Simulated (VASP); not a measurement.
# Li2Bi (P-3m1) in VASP: further runs

Li2Bi is run at these levels: PBE; tasks: relaxation of cell and atoms, single point.

Program: VASP 6.6.1. These are calculated values, not measurements. Logs are shortened: lines on timing, memory, paths and dates and some standing lists are left out, and cuts for length are marked.

## Step 1: The cell of the first run

The structure is trigonal, space group P-3m1 (No. 164). The conventional cell has a = 3.461 Å, b = 3.461 Å, c = 7.441 Å, α = 90.00°, β = 90.00°, γ = 120.00°. Li (site symmetry 3m) has 9 Li at 3.08 to 3.46 Å and 3 Bi at 3.24 Å within 4.1 Å. Bi (site symmetry -3m) has 6 Li at 3.24 Å and 6 Bi at 3.46 Å within 4.3 Å.

The cell was generated, and may not be a known phase.

## Step 2: Relaxation of cell and atoms, PBE

INCAR

```
ALGO = Normal
EDIFF = 1E-6
EDIFFG = -0.04
ENCUT = 600
GGA = PE
IBRION = 2
ISIF = 3
ISMEAR = 0
LASPH = T
LCHARG = F
LREAL = F
LWAVE = F
NELM = 100
NSW = 90
PREC = Accurate
SIGMA = 0.1
```

KPOINTS

```
k-points
0
Gamma
  6 6 4
```

POSCAR

```
Li2Bi
1.0
    3.4608294800      0.0000000000      0.0000000000
   -1.7304147400      2.9971662500      0.0000000000
    0.0000000000      0.0000000000      7.4406609500
Li Bi
2 1
Direct
    0.3333333300      0.6666666700      0.3423969500
    0.6666666700      0.3333333300      0.6576030500
    0.0000000000      0.0000000000      0.0000000000
```

Potentials or basis: VASP PAW PBE potentials, release 64 (Li_sv, Bi_d).

On the command line:

```console
cat potpaw_PBE.64/Li_sv/POTCAR potpaw_PBE.64/Bi_d/POTCAR > POTCAR
mpirun -np 1 vasp_std > vasp.out
```

OUTCAR:

```text
EDIFF = 1E-6
   EDIFFG = -0.04
   ENCUT = 600
   GGA = PE
   IBRION = 2
   ISIF = 3
   ISMEAR = 0
   LASPH = T
   LREAL = F
   NELM = 100
   NSW = 90
   PREC = Accurate

 ion  position               nearest neighbor table
   1  0.333  0.667  0.342-   3 3.24   3 3.24   3 3.24
   2  0.667  0.333  0.658-   3 3.24   3 3.24   3 3.24
   3  0.000  0.000  0.000-   1 3.24   2 3.24   2 3.24   1 3.24   2 3.24   1 3.24

  LATTYP: Found a hexagonal cell.
 ALAT       =     3.4608294800
 C/A-ratio  =     2.1499646235

  Lattice vectors:

 A1 = (   3.4608294800,   0.0000000000,   0.0000000000)
 A2 = (  -1.7304147400,   2.9971662500,   0.0000000000)
 A3 = (   0.0000000000,   0.0000000000,   7.4406609500)

Analysis of symmetry for initial positions (statically):
=====================================================================
 Subroutine PRICEL returns:
 Original cell was already a primitive cell.

 Routine SETGRP: Setting up the symmetry group for a
 hexagonal supercell.

 Subroutine GETGRP returns: Found 12 space group operations
 (whereof 12 operations were pure point group operations)
 out of a pool of 24 trial point group operations.

The static configuration has the point symmetry D_3d.

Analysis of symmetry for dynamics (positions and initial velocities):
=====================================================================
 Subroutine PRICEL returns:
 Original cell was already a primitive cell.

 Routine SETGRP: Setting up the symmetry group for a
 hexagonal supercell.

 Subroutine GETGRP returns: Found 12 space group operations
 (whereof 12 operations were pure point group operations)
 out of a pool of 24 trial point group operations.

The dynamic configuration has the point symmetry D_3d.

 Subroutine INISYM returns: Found 12 space group operations
 (whereof 12 operations are pure point group operations),
 and found     1 'primitive' translations

----------------------------------------------------------------------------------------

                                     Primitive cell

  volume of cell :      77.1796

  direct lattice vectors                    reciprocal lattice vectors
     3.460829480  0.000000000  0.000000000     0.288948070  0.166824246  0.000000000
    -1.730414740  2.997166250  0.000000000     0.000000000  0.333648492  0.000000000
     0.000000000  0.000000000  7.440660950     0.000000000  0.000000000  0.134396663

  length of vectors
     3.460829480  3.460829482  7.440660950     0.333648492  0.333648492  0.134396663

  position of ions in fractional coordinates (direct lattice)
     0.333333330  0.666666670  0.342396950
     0.666666670  0.333333330  0.657603050
     0.000000000  0.000000000  0.000000000

[... 114 lines left out ...]

--------------------------------------- Ionic step        1  -------------------------------------------

 number of electron      21.0000000 magnetization

 Free energy of the ion-electron system (eV)
  ---------------------------------------------------
  ext. energy  EPLUGINS =         0.00000000
  ---------------------------------------------------
  free energy    TOTEN  =        -8.14285885 eV

  energy without entropy =       -8.12388413  energy(sigma->0) =       -8.13337149

------------------------ aborting loop because EDIFF is reached ----------------------------------------

  FORCE on cell =-STRESS in cart. coord.  units (eV):
  Direction    XX          YY          ZZ          XY          YZ          ZX
  --------------------------------------------------------------------------------------
  -------------------------------------------------------------------------------------
  Total       -0.3730623     -0.3730623     -1.3234228      0.0000000     -0.0000000      0.0000000
  in kB       -7.7444295     -7.7444295    -27.4730358      0.0000000     -0.0000000      0.0000000
  external PRESSURE =     -14.3206316 kB  Pullay stress =       0.0000000 kB
[... 92 lines left out ...]
  FREE ENERGIE OF THE ION-ELECTRON SYSTEM (eV)
  ---------------------------------------------------
  free  energy   TOTEN  =        -8.2351385159 eV

  energy  without entropy=       -8.2179578904  energy(sigma->0) =       -8.22654820

 E-fermi :   3.8507     XC(G=0):  -8.5147

 val. band max:        3.7954002250   @ k =  -0.1667   0.5000   0.2500
 cond. band min:       3.9349561217   @ k =   0.3333   0.0000   0.2500
 fundamental gap:      0.1395558967
 Fermi energy:         3.8506783888

 k-point     1 :       0.0000    0.0000    0.0000
  band No.  band energies     occupation
      1     -42.7847      2.00000
      2     -42.7764      2.00000
      3     -18.4999      2.00000
      4     -18.4999      2.00000
      5     -18.4231      2.00000
      6     -18.3353      2.00000
      7     -18.3353      2.00000
      8      -8.3702      2.00000
      9       0.2647      2.00000
     10       1.7958      2.00000
     11       9.1158      0.00000
     12       9.1158      0.00000
     13       9.7218      0.00000
     14      10.2634      0.00000
[... 377 lines left out ...]
      1     -42.7771      2.00000
      2     -42.7771      2.00000
      3     -18.4175      2.00000
      4     -18.4175      2.00000
      5     -18.3937      2.00000
      6     -18.3937      2.00000
      7     -18.3046      2.00000
      8      -5.3022      2.00000
      9       1.1539      2.00000
     10       1.1539      2.00000
     11       3.0133      2.00000
     12       5.8890      0.00000
     13       5.8890      0.00000
     14       8.4755      0.00000

[... ionic steps 4 to 9 ...]

--------------------------------------- Ionic step       10  -------------------------------------------

 number of electron      20.9999997 magnetization

------------------------ aborting loop because EDIFF is reached ----------------------------------------
[... 69 lines left out ...]
--------------------------------------- Ionic step       12  -------------------------------------------

 number of electron      20.9999996 magnetization

 Free energy of the ion-electron system (eV)
  ---------------------------------------------------
  ext. energy  EPLUGINS =         0.00000000
  ---------------------------------------------------
  free energy    TOTEN  =        -8.31962352 eV

  energy without entropy =       -8.31330883  energy(sigma->0) =       -8.31646618

 E-fermi :   3.3393     XC(G=0):  -8.1672

 val. band max:        3.3048953815   @ k =   0.1667   0.1667   0.2500
 cond. band min:       3.3786311921   @ k =   0.1667   0.0000   0.5000
 fundamental gap:      0.0737358106
 Fermi energy:         3.3392762605

 k-point     1 :       0.0000    0.0000    0.0000
  band No.  band energies     occupation
      1     -43.4842      2.00000
      2     -43.4816      2.00000
      3     -18.9840      2.00000
      4     -18.9840      2.00000
      5     -18.9096      2.00000
      6     -18.8628      2.00000
      7     -18.8628      2.00000
      8      -8.5297      2.00000
      9       0.0100      2.00000
     10       1.4588      2.00000
     11       7.7299      0.00000
     12       7.7299      0.00000
     13       9.2525      0.00000
     14       9.4363      0.00000
[... 419 lines left out ...]
  FREE ENERGIE OF THE ION-ELECTRON SYSTEM (eV)
  ---------------------------------------------------
  free  energy   TOTEN  =        -8.3196235239 eV

  energy  without entropy=       -8.3133088306  energy(sigma->0) =       -8.31646618

 reached required accuracy - stopping structural energy minimisation
```

Run time: 3.2 min. Hardware: 1 thread of Intel Xeon Platinum 8259CL at 2.50GHz (Skylake/Cascade Lake), shared host; peak memory 0.23 GiB.

What came out:

| Item | Value |
| --- | --- |
| Free energy | -8.3196 eV |
| Relaxed volume | 24.91 Å³/atom |
| Relaxed cell | a = 3.546 Å, b = 3.546 Å, c = 6.864 Å, α = 90.00°, β = 90.00°, γ = 120.00° |
| Space group after relaxing (to 0.1 Å) | P-3m1 (No. 164) |
| Energy gained by relaxing | 58.9 meV/atom |
| Ionic steps | 12 |
| Pressure after relaxing | 0.0 GPa |
| Largest force after relaxing | 0.013 eV/Å |
| Band gap on the k mesh | zero (an odd number of electrons rules out a gap without spin polarisation) |

Forces on the atoms (eV/Å):
```
Li   0.000  0.000  0.013
Li   0.000  0.000 -0.013
Bi   0.000  0.000  0.000
```

Stress tensor (GPa, compression positive):
```
-0.04  0.00  0.00
 0.00 -0.04  0.00
 0.00  0.00  0.11
```

Step by step:
| step | energy change (eV) | largest force (eV/Å) | pressure (GPa) | volume (Å³) |
| --- | --- | --- | --- | --- |
| 1 | 0.0000 | 0.4899 | -1.43 | 77.18 |
| 2 | -0.0482 | 0.4412 | -0.69 | 74.63 |
| 3 | -0.0923 | 0.2560 | 2.04 | 68.16 |
| 4 | -0.1214 | 0.1761 | 1.75 | 68.63 |
| 5 | -0.1470 | 0.0860 | 1.54 | 69.25 |
| 6 | -0.0856 | 0.3583 | 1.60 | 70.29 |
| 7 | -0.1520 | 0.0067 | 1.44 | 69.50 |
| 8 | -0.1664 | 0.1063 | 0.22 | 72.29 |
| 9 | -0.1667 | 0.1214 | 0.04 | 72.75 |
| 10 | -0.1687 | 0.1075 | 0.04 | 72.95 |
| 11 | -0.1734 | 0.0655 | 0.01 | 73.55 |
| 12 | -0.1768 | 0.0129 | 0.01 | 74.74 |

Final structure:
```
Li Bi
1.0
     3.54582    0.00000    0.00000
    -1.77291    3.07077    0.00000
     0.00000    0.00000    6.86409
Li Bi
2 1
Direct
  0.33333 0.66667 0.30449
  0.66667 0.33333 0.69551
  0.00000 0.00000 0.00000
```

Caveat: the cutoff is under 1.25 times the usual one of these potentials, so pressure, stress and relaxed cells hold a basis-set (Pulay) error; spin-orbit coupling is left out, which moves the levels of the heavy elements.

## Step 3: Single point, PBE

This run uses another cell than the first one, of 24.83 Å³/atom.

INCAR

```
SYSTEM = Li2Bi
ALGO = Fast
EDIFF = 1E-7
ENCUT = 520
GGA = PE
ISIF = 2
ISMEAR = 0
LASPH = .True.
LCHARG = .False.
LREAL = .False.
LWAVE = .False.
NBANDS = 18
NELM = 60
PREC = Accurate
SIGMA = 0.1
```

KPOINTS

```
k-points
0
Gamma
  18 18 8
  0 0 0
```

POSCAR

```
Li2Bi
1.0
    3.4638954580      0.0000000000      0.0000000000
   -1.7319477290      2.9998214627      0.0000000000
    0.0000000000      0.0000000000      7.1677255428
Li Bi
2 1
Direct
    0.3333333333      0.6666666667      0.3135694669
    0.6666666667      0.3333333333      0.6864305331
    0.0000000000      0.0000000000      0.0000000000
```

Potentials or basis: VASP PAW PBE potentials, release 64 (Li_sv, Bi_d).

On the command line:

```console
cat potpaw_PBE.64/Li_sv/POTCAR potpaw_PBE.64/Bi_d/POTCAR > POTCAR
mpirun -np 1 vasp_std > vasp.out
```

It took 12 min on 1 thread of Intel Xeon Platinum 8259CL at 2.50GHz (Skylake/Cascade Lake), shared host; peak memory 0.45 GiB.

It converged, with:

| Property | Result |
| --- | --- |
| Free energy | -8.3484 eV |
| Band gap on the k mesh | zero (an odd number of electrons rules out a gap without spin polarisation) |

Levels at points of the mesh, in eV from the Fermi level:
| k point | band 6 | band 7 | band 8 | band 9 | band 10 | band 11 | band 12 | band 13 | band 14 | band 15 |
| --- | --- | --- | --- | --- | --- | --- | --- | --- | --- | --- |
| (0.00, 0.00, 0.00) | -22.53 | -22.53 | -12.39 | -3.80 | -2.13 | 4.70 | 4.70 | 4.88 | 5.08 | 8.94 |
| (0.50, 0.00, 0.00) | -22.54 | -22.48 | -9.92 | -4.49 | -1.29 | 0.73 | 1.77 | 1.83 | 2.91 | 5.70 |
| (0.00, 0.00, 0.50) | -22.53 | -22.53 | -12.39 | -4.18 | -0.91 | 1.68 | 4.72 | 4.72 | 8.39 | 9.36 |
| (0.50, 0.00, 0.50) | -22.54 | -22.48 | -9.92 | -4.49 | -1.62 | 0.89 | 1.80 | 2.81 | 4.02 | 4.38 |

Caveat: the cutoff is under 1.25 times the usual one of these potentials, so pressure, stress and relaxed cells hold a basis-set (Pulay) error; spin-orbit coupling is left out, which moves the levels of the heavy elements.

The gap in the log of VASP goes by the Fermi energy; the results here count the filled bands.